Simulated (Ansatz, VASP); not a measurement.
Two plane-wave programs on HfPb2

```xyz
3
Lattice="3.3526 0.0000 0.0000 -1.6763 2.9034 0.0000 0.0000 0.0000 8.5275" Properties=species:S:1:pos:R:3 pbc="T T T"
Hf    0.0000    0.0000    0.0000
Pb    0.0000    1.9356    2.7435
Pb    1.6763    0.9678    5.7841
```

Alike in both runs: task single point; functional PBE; k mesh 6 × 6 × 2; occupations gaussian, width 0.1 eV; no spin polarisation.

|  | VASP | Ansatz |
| --- | --- | --- |
| version | VASP 6.6.1 | Ansatz 0.2.0 |
| potentials or method | VASP PAW PBE potentials, release 64 (Hf_pv, Pb_d), cutoff 520 eV | scalar-relativistic, plane waves, PAW |
| valence electrons in the cell | 38 | 54 |

|  | VASP | Ansatz | Ansatz less VASP |
| --- | --- | --- | --- |
| gap on the k mesh at the Fermi level (eV) | none | none | - |
| pressure (GPa) | -1.7 | -1.5 | +0.16 |
| traceless stress, the component that is largest in VASP (GPa) | -0.33 | -0.32 | +0.008 |
| rms of the force components (eV/Å) | 0.244 | 0.238 | -0.0061 |

Atom by atom the forces differ by 0.006 eV/Å (rms over components). A gap of «none» marks a metal or a gap that the smearing closes. VASP's potentials hold 38 valence electrons a cell and Ansatz's 54, so a difference there can come from the potentials and not from the codes.

The k mesh is coarse, so the values compare programs but aren't converged. Neither program's run includes spin-orbit coupling.
